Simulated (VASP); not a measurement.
# LaSn11O24 (a cell with a defect) in VASP: electric field gradients with PBE

Aim: the electric field gradients of LaSn11O24 (a cell with a defect) with PBE.

Everything below comes from runs of VASP 6.6.1. Logs are shortened: lines on timing, memory, paths and dates and some standing lists are left out, and cuts for length are marked.

### 1 The cell of the first run

The cell holds a defect, 36 atoms: a = 6.701 Å, b = 6.701 Å, c = 9.559 Å, α = 90.00°, β = 90.00°, γ = 90.00°.

### 2 Electric field gradients, PBE

Contents of INCAR:

```
SYSTEM = LaSn11O24
PREC     = Accurate       ! precision mode
ENCUT    = 520            ! plane-wave cutoff, eV
EDIFF    = 1E-8           ! SCF threshold, eV
ISMEAR   = -1             ! smearing method
SIGMA    = 0.01           ! smearing width, eV
LREAL    = Auto         
LASPH    = .True.         ! aspherical terms in the spheres
NELM     = 100            ! most SCF steps
ALGO     = Normal         ! electronic algorithm
ISIF     = 2              ! what is computed and relaxed
LWAVE    = .False.        ! write WAVECAR
LCHARG   = .False.        ! write CHGCAR
GGA      = PE             ! functional
LEFG     = .True.       
NELECT   = 310.0        
NBANDS   = 178            ! bands
```

Contents of KPOINTS:

```
Automatic mesh
0
Gamma
  3 3 2
  0 0 0
```

Contents of POSCAR:

```
LaSn11O24
1.0
    4.7380000000      4.7380000000      0.0000000000
   -4.7380000000      4.7380000000      0.0000000000
    0.0000000000      0.0000000000      9.5595000000
La Sn O
1 11 24
Direct
    0.0000000000      0.0000000000      0.0000000000
    0.0000000000      0.0000000000      0.3333333333
    0.0000000000      0.0000000000      0.6666666667
    0.5000000000      0.5000000000      0.0000000000
    0.5000000000      0.5000000000      0.3333333333
    0.5000000000      0.5000000000      0.6666666667
    0.5000000000      0.0000000000      0.1666666667
    0.5000000000      0.0000000000      0.5000000000
    0.5000000000      0.0000000000      0.8333333333
    0.0000000000      0.5000000000      0.1666666667
    0.0000000000      0.5000000000      0.5000000000
    0.0000000000      0.5000000000      0.8333333333
    0.3071000000      0.0000000000      0.0000000000
    0.3071000000      0.0000000000      0.3333333333
    0.3071000000      0.0000000000      0.6666666667
    0.8071000000      0.5000000000      0.0000000000
    0.8071000000      0.5000000000      0.3333333333
    0.8071000000      0.5000000000      0.6666666667
    0.5000000000      0.3071000000      0.1666666667
    0.5000000000      0.3071000000      0.5000000000
    0.5000000000      0.3071000000      0.8333333333
    0.0000000000      0.8071000000      0.1666666667
    0.0000000000      0.8071000000      0.5000000000
    0.0000000000      0.8071000000      0.8333333333
    0.6929000000      0.0000000000      0.0000000000
    0.6929000000      0.0000000000      0.3333333333
    0.6929000000      0.0000000000      0.6666666667
    0.1929000000      0.5000000000      0.0000000000
    0.1929000000      0.5000000000      0.3333333333
    0.1929000000      0.5000000000      0.6666666667
    0.5000000000      0.6929000000      0.1666666667
    0.5000000000      0.6929000000      0.5000000000
    0.5000000000      0.6929000000      0.8333333333
    0.0000000000      0.1929000000      0.1666666667
    0.0000000000      0.1929000000      0.5000000000
    0.0000000000      0.1929000000      0.8333333333
```

Potentials or basis: VASP PAW PBE potentials, release 64 (La, Sn_d, O).

Launch:

```console
$ cat potpaw_PBE.64/La/POTCAR potpaw_PBE.64/Sn_d/POTCAR potpaw_PBE.64/O/POTCAR > POTCAR
$ mpirun -np 1 vasp_std > vasp.out
```

OUTCAR:

```text
SYSTEM = LaSn11O24
   PREC = Accurate
   ENCUT = 520
   EDIFF = 1E-8
   ISMEAR = -1
   LREAL = Auto
   LASPH = .True.
   NELM = 100
   ISIF = 2
   GGA = PE
   NELECT = 310.0

 ion  position               nearest neighbor table
   1  0.000  0.000  0.000-  22 2.05  24 2.05  34 2.05  36 2.05  13 2.06  25 2.06   2 3.19   3 3.19
                            10 3.71  12 3.71   7 3.71   9 3.71  10 3.71  12 3.71   7 3.71   9 3.71
   2  0.000  0.000  0.333-  22 2.05  34 2.05  23 2.05  35 2.05  14 2.06  26 2.06   1 3.19   3 3.19
                             7 3.71  10 3.71  10 3.71   7 3.71   8 3.71  11 3.71  11 3.71   8 3.71
   3  0.000  0.000  0.667-  24 2.05  36 2.05  35 2.05  23 2.05  15 2.06  27 2.06   1 3.19   2 3.19
                             9 3.71  12 3.71  12 3.71   9 3.71  11 3.71  11 3.71   8 3.71   8 3.71
   4  0.500  0.500  0.000-  19 2.05  21 2.05  31 2.05  33 2.05  16 2.06  28 2.06   5 3.19   6 3.19
                            10 3.71  12 3.71   7 3.71   9 3.71   7 3.71   9 3.71  10 3.71  12 3.71
   5  0.500  0.500  0.333-  19 2.05  31 2.05  20 2.05  32 2.05  17 2.06  29 2.06   4 3.19   6 3.19
                             7 3.71  10 3.71   7 3.71  10 3.71   8 3.71   8 3.71  11 3.71  11 3.71
   6  0.500  0.500  0.667-  21 2.05  33 2.05  32 2.05  20 2.05  18 2.06  30 2.06   4 3.19   5 3.19
                             9 3.71  12 3.71   9 3.71  12 3.71   8 3.71  11 3.71  11 3.71   8 3.71
   7  0.500  0.000  0.167-  14 2.05  26 2.05  25 2.05  13 2.05  19 2.06  31 2.06   8 3.19   9 3.19
                             2 3.71   5 3.71   5 3.71   2 3.71   4 3.71   4 3.71   1 3.71   1 3.71
   8  0.500  0.000  0.500-  14 2.05  15 2.05  26 2.05  27 2.05  20 2.06  32 2.06   7 3.19   9 3.19
                             2 3.71   3 3.71   5 3.71   6 3.71   5 3.71   6 3.71   2 3.71   3 3.71
   9  0.500  0.000  0.833-  15 2.05  27 2.05  25 2.05  13 2.05  21 2.06  33 2.06   8 3.19   7 3.19
[... 29 lines left out ...]
  35  0.000  0.193  0.500-   2 2.05   3 2.05  11 2.06
  36  0.000  0.193  0.833-   3 2.05   1 2.05  12 2.06

  LATTYP: Found a simple tetragonal cell.
 ALAT       =     6.7005438585
 C/A-ratio  =     1.4266752374

  Lattice vectors:

 A1 = (   4.7380000000,   4.7380000000,   0.0000000000)
 A2 = (  -4.7380000000,   4.7380000000,   0.0000000000)
 A3 = (   0.0000000000,   0.0000000000,   9.5595000000)

Analysis of symmetry for initial positions (statically):
=====================================================================
 Subroutine PRICEL returns:
 Original cell was already a primitive cell.

 Routine SETGRP: Setting up the symmetry group for a
 simple tetragonal supercell.

 Subroutine GETGRP returns: Found  8 space group operations
 (whereof  8 operations were pure point group operations)
 out of a pool of 16 trial point group operations.

The static configuration has the point symmetry D_2h.

Analysis of symmetry for dynamics (positions and initial velocities):
=====================================================================
 Subroutine PRICEL returns:
 Original cell was already a primitive cell.

 Routine SETGRP: Setting up the symmetry group for a
 simple tetragonal supercell.

 Subroutine GETGRP returns: Found  8 space group operations
 (whereof  8 operations were pure point group operations)
 out of a pool of 16 trial point group operations.

The dynamic configuration has the point symmetry D_2h.

 Subroutine INISYM returns: Found  8 space group operations
 (whereof  8 operations are pure point group operations),
 and found     1 'primitive' translations

----------------------------------------------------------------------------------------

                                     Primitive cell

  volume of cell :     429.1956

  direct lattice vectors                    reciprocal lattice vectors
     4.738000000  4.738000000  0.000000000     0.105529759  0.105529759  0.000000000
    -4.738000000  4.738000000  0.000000000    -0.105529759  0.105529759  0.000000000
     0.000000000  0.000000000  9.559500000     0.000000000  0.000000000  0.104607982

  length of vectors
     6.700543859  6.700543859  9.559500000     0.149241617  0.149241617  0.104607982

  position of ions in fractional coordinates (direct lattice)
     0.000000000  0.000000000  0.000000000
     0.000000000  0.000000000  0.333333333
     0.000000000  0.000000000  0.666666667
     0.500000000  0.500000000  0.000000000
     0.500000000  0.500000000  0.333333333
     0.500000000  0.500000000  0.666666667
[... 135 lines left out ...]
   NELECT =     310.0000    total number of electrons
   NUPDOWN=      -1.0000    fix difference up-down
   EMIN   =  10.00;   EMAX   =-10.00  energy-range for DOS
   EFERMI =   0.00;   METHOD = LEGACY
   ISMEAR =    -1;   SIGMA  =   0.01  broadening in eV -4-tet -1-fermi 0-gaus
   EFERMI_NEDOS =   21; number of points for ismear=-14 and -15
   IALGO  =     38    algorithm
   IMIX   =      4    mixing-type and parameters
     AMIX     =   0.40;   BMIX     =  1.00
     AMIX_MAG =   1.60;   BMIX_MAG =  1.00
  volume/ion in A,a.u.               =      11.92        80.45
  Fermi-wavevector in a.u.,A,eV,Ry     =   1.468848  2.775721 29.354781  2.157516
  Thomas-Fermi vector in A             =   2.584297
   LORBIT       =      0    0 simple, 1 ext, 2 COOP (PROOUT), +10 PAW based schemes
   GGA     = PE    functional components
   LHFCALC =     F    Hartree Fock is set to
   AEXX    =    0.0000 exact exchange contribution
   IVDW    =     0    specifies the selected vdW correction
   LEPSILON=     F    determine dielectric tensor
   LRPA    =     F    only Hartree local field effects (RPA)
 non-spin polarized calculation
  energy-cutoff  :      520.00
  volume of cell :      429.20
 maximum number of plane-waves:     11628
 NGX is ok and might be reduce to    50
   NGX = 25   NGY = 25   NGZ = 35

 number of electron     310.0000064 magnetization

 Free energy of the ion-electron system (eV)
  ---------------------------------------------------
  ext. energy  EPLUGINS =         0.00000000
  ---------------------------------------------------
  free energy    TOTEN  =      -214.12202779 eV

  energy without entropy =     -214.11940577  energy(sigma->0) =     -214.12071678

 E-fermi :   7.9845     XC(G=0): -11.3054

 val. band max:        7.9833347904   @ k =   0.0000   0.0000   0.0000
 cond. band min:       8.9108690266   @ k =   0.0000   0.3333   0.0000
 fundamental gap:      0.9275342362
 Fermi energy:         7.9845257185

 k-point     1 :       0.0000    0.0000    0.0000
  band No.  band energies     occupation
      1     -20.7764      2.00000
      2     -14.9585      2.00000
      3     -14.6872      2.00000
      4     -14.6739      2.00000
      5     -14.6408      2.00000
      6     -14.6391      2.00000
[... 1349 lines left out ...]
    166      12.5924      0.00000
    167      13.8453      0.00000
 [bands above 167 left out]

------------------------ aborting loop because EDIFF is reached ----------------------------------------

  FORCE on cell =-STRESS in cart. coord.  units (eV):
  Direction    XX          YY          ZZ          XY          YZ          ZX
  --------------------------------------------------------------------------------------
  -------------------------------------------------------------------------------------
  Total       66.5235896     66.5235896     85.1520890      5.6674506      0.0000000      0.0000000
  in kB      248.3310199    248.3310199    317.8707768     21.1564619      0.0000000      0.0000000
  external PRESSURE =     271.5109389 kB  Pullay stress =       0.0000000 kB

 VOLUME and BASIS-vectors are now :
 -----------------------------------------------------------------------------
  energy-cutoff  :      520.00
  volume of cell :      429.20
      direct lattice vectors                 reciprocal lattice vectors
     4.738000000  4.738000000  0.000000000     0.105529759  0.105529759  0.000000000
    -4.738000000  4.738000000  0.000000000    -0.105529759  0.105529759  0.000000000
     0.000000000  0.000000000  9.559500000     0.000000000  0.000000000  0.104607982

 POSITION                                       TOTAL-FORCE (eV/Angst)
 -----------------------------------------------------------------------------------
      0.00000      0.00000      0.00000         0.000000      0.000000      0.000000
      0.00000      0.00000      3.18650         0.000000      0.000000     -0.611937
      0.00000      0.00000      6.37300         0.000000      0.000000      0.611937
      0.00000      4.73800      0.00000         0.000000      0.000000      0.000000
      0.00000      4.73800      3.18650         0.000000      0.000000     -0.182541
      0.00000      4.73800      6.37300         0.000000      0.000000      0.182541
[... 28 lines left out ...]
     -0.91396      0.91396      4.77975        -0.207923      0.207923     -0.000000
     -0.91396      0.91396      7.96625        -2.977138      2.977138     -4.994566
 -----------------------------------------------------------------------------------
    total drift:                               -0.000000      0.000000      0.000000

  FREE ENERGIE OF THE ION-ELECTRON SYSTEM (eV)
  ---------------------------------------------------
  free  energy   TOTEN  =      -214.1220277925 eV

  energy  without entropy=     -214.1194057744  energy(sigma->0) =     -214.12071678

 Electric field gradients (V/A^2)
---------------------------------------------------------------------
 ion       V_xx      V_yy      V_zz      V_xy      V_xz      V_yz
---------------------------------------------------------------------
   1      71.542    71.542  -143.083   -86.673     0.000    -0.000
   2      25.058    25.058   -50.116     7.449    -0.000    -0.000
   3      25.058    25.058   -50.116     7.449    -0.000    -0.000
   4      29.613    29.613   -59.226   -25.209     0.000    -0.000
   5      28.737    28.737   -57.475   -25.905    -0.000     0.000
   6      28.737    28.737   -57.475   -25.905    -0.000     0.000
[... 28 lines left out ...]
  35     -20.856   -20.856    41.712   -79.819     0.000    -0.000
  36      -0.764    -0.764     1.529   -62.429   -34.738    34.738
---------------------------------------------------------------------

 Electric field gradients after diagonalization (V/A^2)
 (convention: |V_zz| > |V_xx| > |V_yy|)
----------------------------------------------------------------------
 ion       V_xx      V_yy      V_zz     asymmetry (V_yy - V_xx)/ V_zz
----------------------------------------------------------------------
   1    -143.083   -15.132   158.215       0.809
   2      32.507    17.609   -50.116       0.297
   3      32.507    17.609   -50.116       0.297
   4      54.822     4.403   -59.226       0.851
   5      54.642     2.832   -57.475       0.901
   6      54.642     2.832   -57.475       0.901
[... 28 lines left out ...]
  35      58.964    41.712  -100.675       0.171
  36     -63.194   -26.001    89.195       0.417
----------------------------------------------------------------------

           NMR quadrupolar parameters

 Cq : quadrupolar parameter    Cq=e*Q*V_zz/h
 eta: asymmetry parameters     (V_yy - V_xx)/ V_zz
 Q  : nuclear electric quadrupole moment in mb (millibarn)
----------------------------------------------------------------------
 ion       Cq(MHz)       eta       Q (mb)
----------------------------------------------------------------------
   1       0.383       0.809       1.000
   2      -0.121       0.297       1.000
   3      -0.121       0.297       1.000
   4      -0.143       0.851       1.000
   5      -0.139       0.901       1.000
   6      -0.139       0.901       1.000
[... 28 lines left out ...]
  35      -0.243       0.171       1.000
  36       0.216       0.417       1.000
----------------------------------------------------------------------
```

Run time: 19 min. Hardware: 1 thread of Intel Xeon 6975P-C (Granite Rapids), shared host; peak memory 0.67 GiB.

What came out:

```yaml
Free_energy: -214.1220 eV
Largest_force: 6.532 eV/Å
Largest_electric_field_gradient_by_atom: La +158.2; Sn -50.1, -59.2, -57.5, -82.7, -62.2, +75.1, -59.8 (each value once); O +84.2, -103.3, -102.1, -105.5, -104.5, +89.2, -100.7 (each value once) V/Å²
```

Forces on the atoms (eV/Å):
```
La   0.000  0.000  0.000
Sn   0.000  0.000 -0.612
Sn   0.000  0.000  0.612
Sn   0.000  0.000  0.000
Sn   0.000  0.000 -0.183
Sn   0.000  0.000  0.183
Sn   0.000  0.000 -1.108
Sn   0.000  0.000  0.000
Sn   0.000  0.000  1.108
Sn   0.000  0.000  0.337
Sn   0.000  0.000  0.000
Sn   0.000  0.000 -0.337
O    3.624  3.624  0.000
O   -0.101 -0.101  0.169
O   -0.101 -0.101 -0.169
O   -0.412 -0.412  0.000
O   -0.492 -0.492  0.365
O   -0.492 -0.492 -0.365
O    0.075 -0.075  0.154
O    0.256 -0.256  0.000
O    0.075 -0.075 -0.154
O    2.977 -2.977  4.995
O    0.208 -0.208  0.000
O    2.977 -2.977 -4.995
O   -3.624 -3.624  0.000
O    0.101  0.101  0.169
O    0.101  0.101 -0.169
O    0.412  0.412  0.000
O    0.492  0.492  0.365
O    0.492  0.492 -0.365
O   -0.075  0.075  0.154
O   -0.256  0.256  0.000
O   -0.075  0.075 -0.154
O   -2.977  2.977  4.995
O   -0.208  0.208  0.000
O   -2.977  2.977 -4.995
```

Electric field gradients, principal values (V/Å²):
```csv
atom,least,middle,greatest (by size)
1 La,-15.132,-143.083,158.215
2 Sn,17.609,32.507,-50.116
3 Sn,17.609,32.507,-50.116
4 Sn,4.403,54.822,-59.226
5 Sn,2.832,54.642,-57.475
6 Sn,2.832,54.642,-57.475
7 Sn,28.169,54.566,-82.735
8 Sn,13.199,49.024,-62.223
9 Sn,28.169,54.566,-82.735
10 Sn,-32.559,-42.555,75.114
11 Sn,10.885,48.946,-59.831
12 Sn,-32.559,-42.555,75.114
13 O,-16.742,-67.483,84.225
14 O,48.353,54.940,-103.293
15 O,48.353,54.940,-103.293
16 O,40.973,61.151,-102.124
17 O,44.912,60.609,-105.521
18 O,44.912,60.609,-105.521
19 O,48.946,54.310,-103.256
20 O,47.021,57.444,-104.466
21 O,48.946,54.310,-103.256
22 O,-26.001,-63.194,89.195
23 O,41.712,58.964,-100.675
24 O,-26.001,-63.194,89.195
25 O,-16.742,-67.483,84.225
26 O,48.353,54.940,-103.293
27 O,48.353,54.940,-103.293
28 O,40.973,61.151,-102.124
29 O,44.912,60.609,-105.521
30 O,44.912,60.609,-105.521
31 O,48.946,54.310,-103.256
32 O,47.021,57.444,-104.466
33 O,48.946,54.310,-103.256
34 O,-26.001,-63.194,89.195
35 O,41.712,58.964,-100.675
36 O,-26.001,-63.194,89.195
```

Caveat: the cell carries a net charge on a neutralising background, which shifts energy and pressure; the cell is charged against a uniform background, so pressure and absolute levels hang on convention; without QUAD_EFG the Cq values of the log hold for a quadrupole moment of 1 mb, not for the nuclei; spin-orbit coupling is left out, which moves the levels of the heavy elements.
